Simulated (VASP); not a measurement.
# Ti (P1) in VASP: a series of runs

Runs on Ti. Level: LDA. Tasks: single point.

Everything below comes from runs of VASP 6.6.1. Logs are shortened: lines on timing, memory, paths and dates and some standing lists are left out, and cuts for length are marked.

## (1) The cell of the first run

The typed cell holds 4 atoms: a = 5.742 Å, b = 5.742 Å, c = 2.871 Å, α = 60.00°, β = 60.00°, γ = 60.00°.

## (2) Single point, LDA

INCAR reads:

```
PREC     = Accurate       # precision mode
ENCUT    = 520            # plane-wave cutoff, eV
EDIFF    = 1E-7           # SCF threshold, eV
ISMEAR   = -1             # smearing method
SIGMA    = 0.08           # smearing width, eV
LREAL    = False          # projectors in reciprocal space
LASPH    = True           # aspherical terms in the spheres
NELM     = 100            # most SCF steps
ALGO     = Normal         # electronic algorithm
ISIF     = 2              # what is computed and relaxed
LWAVE    = False          # write WAVECAR
LCHARG   = False          # write CHGCAR
GGA      = CA             # functional
NBANDS   = 32             # bands
```

KPOINTS reads:

```
regular mesh
0
Gamma
  4 4 8
```

POSCAR reads:

```
Ti
1.0
    0.0000000000      4.0600000000      4.0600000000
    4.0600000000      0.0000000000      4.0600000000
    2.0300000000      2.0300000000      0.0000000000
Ti
4
Direct
   -0.0220538177      0.0178552956      0.0199746305
    0.0089722906      0.4816681034      0.0310332512
    0.4986678571     -0.0030488916     -0.0073810345
    0.5144135468      0.5035253695     -0.0436266010
```

Potentials or basis: VASP PAW LDA potentials, release 64 (Ti_sv).

Started as:

```console
> cat potpaw_LDA.64/Ti_sv/POTCAR > POTCAR
> mpirun -np 1 vasp_std > vasp.out
```

OUTCAR:

```text
PREC = Accurate
   ENCUT = 520
   EDIFF = 1E-7
   ISMEAR = -1
   LREAL = False
   LASPH = True
   NELM = 100
   ISIF = 2
   GGA = CA

 ion  position               nearest neighbor table
   1  0.978  0.018  0.020-   4 2.73   2 2.76   2 2.77   3 2.77   3 2.85   3 2.89
   2  0.009  0.482  0.031-   4 2.75   1 2.76   1 2.77   3 2.80   4 2.86   4 2.89
   3  0.499  0.997  0.993-   1 2.77   2 2.80   4 2.80   4 2.84   1 2.85   1 2.89   4 2.90
   4  0.514  0.504  0.956-   1 2.73   2 2.75   3 2.80   3 2.84   2 2.86   2 2.89   3 2.90

  LATTYP: Found a base centered orthorhombic cell.
 ALAT       =     5.7417070632
 B/A-ratio  =     1.4142135624
 C/A-ratio  =     0.5000000000

  Lattice vectors:

 A1 = (  -2.0300000000,   2.0300000000,  -4.0600000000)
 A2 = (  -2.0300000000,   2.0300000000,   4.0600000000)
 A3 = (   2.0300000000,   2.0300000000,   0.0000000000)

Analysis of symmetry for initial positions (statically):
=====================================================================
 Subroutine PRICEL returns:
 Original cell was already a primitive cell.

 Routine SETGRP: Setting up the symmetry group for a
 base centered orthorhombic supercell.

 Subroutine GETGRP returns: Found  1 space group operations
 (whereof  1 operations were pure point group operations)
 out of a pool of  8 trial point group operations.

The static configuration has the point symmetry C_1 .

Analysis of symmetry for dynamics (positions and initial velocities):
=====================================================================
 Subroutine PRICEL returns:
 Original cell was already a primitive cell.

 Routine SETGRP: Setting up the symmetry group for a
 base centered orthorhombic supercell.

 Subroutine GETGRP returns: Found  1 space group operations
 (whereof  1 operations were pure point group operations)
 out of a pool of  8 trial point group operations.

The dynamic configuration has the point symmetry C_1 .

 Subroutine INISYM returns: Found  1 space group operations
 (whereof  1 operations are pure point group operations),
 and found     1 'primitive' translations

----------------------------------------------------------------------------------------

                                     Primitive cell

  volume of cell :      66.9234

[... 82 lines left out ...]
 SYSTEM =  unknown system
   PREC   = accura    normal or accurate (medium, high low for compatibility)
   ISTART =      0    job   : 0-new  1-cont  2-samecut
   ICHARG =      2    charge: 1-file 2-atom 10-const
   ISPIN  =      1    spin polarized calculation?
   LNONCOLLINEAR =      F non collinear calculations
   LSORBIT =      F    spin-orbit coupling
   LASPH  =      T    aspherical Exc in radial PAW
   ENCUT  =  520.0 eV  38.22 Ry    6.18 a.u.  10.68 10.68  5.34*2*pi/ulx,y,z
   NELM   =    100;   NELMIN=  2; NELMDL= -5     # of ELM steps
   EDIFF  = 0.1E-06   stopping-criterion for ELM
   LREAL  =      F    real-space projection
   EDIFFG = 0.1E-05   stopping-criterion for IOM
   NSW    =      0    number of steps for IOM
   IBRION =     -1    ionic relax: 0-MD 1-quasi-New 2-CG
   NFREE  =      0    steps in history (QN), initial steepest desc. (CG)
   ISIF   =      2    stress and relaxation
   ISYM   =      2    0-nonsym 1-usesym 2-fastsym
   POTIM  = 0.5000    time-step for ionic-motion
   TEBEG  =    0.0;   TEEND  =   0.0 temperature during run
   PSTRESS=    0.0 pullay stress
   NELECT =      48.0000    total number of electrons
   NUPDOWN=      -1.0000    fix difference up-down
   EMIN   =  10.00;   EMAX   =-10.00  energy-range for DOS
   EFERMI =   0.00;   METHOD = LEGACY
   ISMEAR =    -1;   SIGMA  =   0.08  broadening in eV -4-tet -1-fermi 0-gaus
   EFERMI_NEDOS =   21; number of points for ismear=-14 and -15
   IALGO  =     38    algorithm
   IMIX   =      4    mixing-type and parameters
     AMIX     =   0.40;   BMIX     =  1.00
     AMIX_MAG =   1.60;   BMIX_MAG =  1.00
  volume/ion in A,a.u.               =      16.73       112.91
  Fermi-wavevector in a.u.,A,eV,Ry     =   1.465421  2.769245 29.217967  2.147460
  Thomas-Fermi vector in A             =   2.581280
   LORBIT       =      0    0 simple, 1 ext, 2 COOP (PROOUT), +10 PAW based schemes
   GGA     = CA    functional components
   LHFCALC =     F    Hartree Fock is set to
   AEXX    =    0.0000 exact exchange contribution
   IVDW    =     0    specifies the selected vdW correction
   LEPSILON=     F    determine dielectric tensor
   LRPA    =     F    only Hartree local field effects (RPA)
 non-spin polarized calculation
  energy-cutoff  :      520.00
  volume of cell :       66.92
 maximum number of plane-waves:      1831
 NGX is ok and might be reduce to    48
   NGX = 21   NGY = 21   NGZ = 11

 number of electron      48.0000000 magnetization

 Free energy of the ion-electron system (eV)
  ---------------------------------------------------
  ext. energy  EPLUGINS =         0.00000000
  ---------------------------------------------------
  free energy    TOTEN  =       -33.93617801 eV

  energy without entropy =      -33.78727252  energy(sigma->0) =      -33.86172527

 E-fermi :   8.3896     XC(G=0): -11.9568

 val. band max:        8.3699299419   @ k =  -0.2500   0.0000   0.3750
 cond. band min:       8.3930184646   @ k =   0.5000   0.5000   0.1250
 fundamental gap:      0.0230885227
 Fermi energy:         8.3895668444

 k-point     1 :       0.0000    0.0000    0.0000
  band No.  band energies     occupation
      1     -47.5763      2.00000
      2     -47.4221      2.00000
      3     -47.4105      2.00000
      4     -47.3678      2.00000
      5     -24.5531      2.00000
      6     -24.5410      2.00000
[... 829 lines left out ...]
     31      10.1881      0.00000
     32      10.4190      0.00000

 [... further k-points ...]
[... 5 lines left out ...]
  --------------------------------------------------------------------------------------
  -------------------------------------------------------------------------------------
  Total       -1.9158838     -1.8171201     -1.7397444     -0.1084233     -0.0491803     -0.1421503
  in kB      -45.8671383    -43.5026910    -41.6502809     -2.5957048     -1.1773985     -3.4031426
  external PRESSURE =     -43.6733701 kB  Pullay stress =       0.0000000 kB

 VOLUME and BASIS-vectors are now :
 -----------------------------------------------------------------------------
  energy-cutoff  :      520.00
  volume of cell :       66.92
      direct lattice vectors                 reciprocal lattice vectors
     0.000000000  4.060000000  4.060000000    -0.123152709  0.123152709  0.123152709
     4.060000000  0.000000000  4.060000000     0.123152709 -0.123152709  0.123152709
     2.030000000  2.030000000  0.000000000     0.246305419  0.246305419 -0.246305419

 POSITION                                       TOTAL-FORCE (eV/Angst)
 -----------------------------------------------------------------------------------
      0.11304      4.01101      4.04295        -0.400525      0.409961     -0.187363
      2.01857      0.09942      1.99200         0.108265     -0.289096      0.422689
      6.06264      4.03961      6.07221         0.101304     -0.117119      0.029466
      3.98575      4.02996      4.13283         0.190956     -0.003746     -0.264791
 -----------------------------------------------------------------------------------
    total drift:                                0.000080      0.000197     -0.000006

  FREE ENERGIE OF THE ION-ELECTRON SYSTEM (eV)
  ---------------------------------------------------
  free  energy   TOTEN  =       -33.9361780093 eV

  energy  without entropy=      -33.7872725212  energy(sigma->0) =      -33.86172527
```

OSZICAR:

```text
N       E                     dE             d eps       ncg     rms          rms(c)
DAV:   1     0.607554567020E+03    0.60755E+03   -0.23787E+04  4352   0.187E+03
DAV:   2     0.382269153163E+02   -0.56933E+03   -0.55582E+03  4384   0.558E+02
DAV:   3    -0.311682235734E+02   -0.69395E+02   -0.66219E+02  7280   0.163E+02
DAV:   4    -0.376112362532E+02   -0.64430E+01   -0.63292E+01  6568   0.476E+01
DAV:   5    -0.378928870166E+02   -0.28165E+00   -0.28134E+00  6736   0.852E+00    0.169E+01
DAV:   6    -0.339264460467E+02    0.39664E+01   -0.13812E+01  5584   0.316E+01    0.431E+00
DAV:   7    -0.339410684378E+02   -0.14622E-01   -0.18249E+00  6080   0.107E+01    0.328E+00
DAV:   8    -0.339204884086E+02    0.20580E-01   -0.48990E-01  6000   0.775E+00    0.271E+00
DAV:   9    -0.339707335168E+02   -0.50245E-01   -0.42416E-01  5952   0.803E+00    0.157E+00
DAV:  10    -0.339472325533E+02    0.23501E-01   -0.25681E-01  5920   0.594E+00    0.846E-01
DAV:  11    -0.339355151796E+02    0.11717E-01   -0.61613E-02  6016   0.260E+00    0.143E-01
DAV:  12    -0.339358729675E+02   -0.35779E-03   -0.64736E-03  6080   0.827E-01    0.134E-01
DAV:  13    -0.339360729199E+02   -0.19995E-03   -0.75823E-04  5840   0.321E-01    0.101E-01
DAV:  14    -0.339361871355E+02   -0.11422E-03   -0.62140E-04  5640   0.203E-01    0.195E-02
DAV:  15    -0.339361781536E+02    0.89819E-05   -0.56784E-05  6016   0.908E-02    0.654E-03
DAV:  16    -0.339361781744E+02   -0.20849E-07   -0.94354E-06  5584   0.282E-02    0.427E-03
DAV:  17    -0.339361780300E+02    0.14445E-06   -0.55456E-07  5216   0.694E-03    0.196E-03
DAV:  18    -0.339361780093E+02    0.20693E-07   -0.24549E-07  4152   0.415E-03
   1 F= -.33936178E+02 E0= -.33861725E+02  d E =-.148905E+00
```

Run time: 3.9 min. Hardware: 1 thread of Intel Xeon Platinum 8259CL at 2.50GHz (Skylake/Cascade Lake), shared host; peak memory 0.24 GiB.

Results:

- Free energy: -33.9362 eV
- Pressure: -4.4 GPa
- Largest force: 0.603 eV/Å
- Band gap on the k mesh: zero (band 24 reaches 9.09 eV, above the bottom of band 25 at 7.99 eV)

Forces on the atoms (eV/Å):
```
Ti  -0.401  0.410 -0.187
Ti   0.108 -0.289  0.423
Ti   0.101 -0.117  0.029
Ti   0.191 -0.004 -0.265
```

Stress tensor (GPa, compression positive):
```
-4.59 -0.26 -0.34
-0.26 -4.35 -0.12
-0.34 -0.12 -4.17
```

## (3) Single point, LDA

INCAR reads:

```
ALGO = Normal ; EDIFF = 1E-6
ENCUT = 520 ; ISIF = 2
ISMEAR = -1 ; LASPH = T
LCHARG = T ; LELF = T
LREAL = F ; LVHAR = T
LWAVE = F ; NBANDS = 32
NELM = 100 ; PREC = Accurate
SIGMA = 0.08
```

KPOINTS reads:

```
k-points
0
Gamma
  4 4 8
```

POSCAR reads:

```
Ti
1.0
    0.0000000000      4.0600000000      4.0600000000
    4.0600000000      0.0000000000      4.0600000000
    2.0300000000      2.0300000000      0.0000000000
Ti
4
Direct
   -0.0320109606      0.0250557882      0.0306465517
    0.0135071429      0.4739251232      0.0444482759
    0.4976841133     -0.0041373153     -0.0112435961
    0.5208198276      0.5051560345     -0.0638509852
```

Potentials or basis: VASP PAW LDA potentials, release 64 (Ti_sv).

Started as:

```console
> cat potpaw_LDA.64/Ti_sv/POTCAR > POTCAR
> mpirun -np 1 vasp_std > vasp.out
```

It took 3.7 min on 1 thread of Intel Xeon Platinum 8259CL at 2.50GHz (Skylake/Cascade Lake), shared host; peak memory 0.25 GiB.

Results (log left out):

| Item | Value |
| --- | --- |
| Free energy | -33.8595 eV |
| Pressure | -3.9 GPa |
| Largest force | 0.946 eV/Å |
| Band gap on the k mesh | zero (band 24 reaches 9.02 eV, above the bottom of band 25 at 8.01 eV) |

Forces in eV/Å, atoms in the order of the input:
```
Ti  -0.634  0.657 -0.247
Ti   0.173 -0.455  0.627
Ti   0.159 -0.181 -0.004
Ti   0.302 -0.021 -0.376
```

Stress tensor (GPa, compression positive):
```
-4.26 -0.60 -0.68
-0.60 -3.90 -0.36
-0.68 -0.36 -3.46
```

Levels at points of the mesh, in eV from the Fermi level:
```tsv
k point	band 21	band 22	band 23	band 24	band 25	band 26	band 27	band 28
(0.00, 0.00, 0.00)	-1.79	0.51	0.56	0.65	0.73	0.80	0.82	0.90
(0.50, 0.00, 0.00)	-1.12	-0.90	-0.29	0.08	0.40	0.56	1.06	1.09
(0.00, 0.50, 0.00)	-1.23	-0.89	-0.24	0.08	0.43	0.70	1.00	1.08
(0.50, 0.50, 0.00)	-0.97	-0.63	-0.54	-0.31	-0.17	0.29	0.88	1.34
(0.00, 0.00, 0.50)	-1.81	-1.79	0.62	0.65	0.71	0.77	0.86	0.92
(0.50, 0.00, 0.50)	-1.32	-1.18	-0.83	-0.75	0.24	0.40	0.52	0.71
(0.00, 0.50, 0.50)	-1.24	-1.15	-0.90	-0.80	0.19	0.33	0.49	0.73
(0.50, 0.50, 0.50)	-0.79	-0.60	-0.43	-0.33	-0.29	-0.16	-0.01	0.21
```
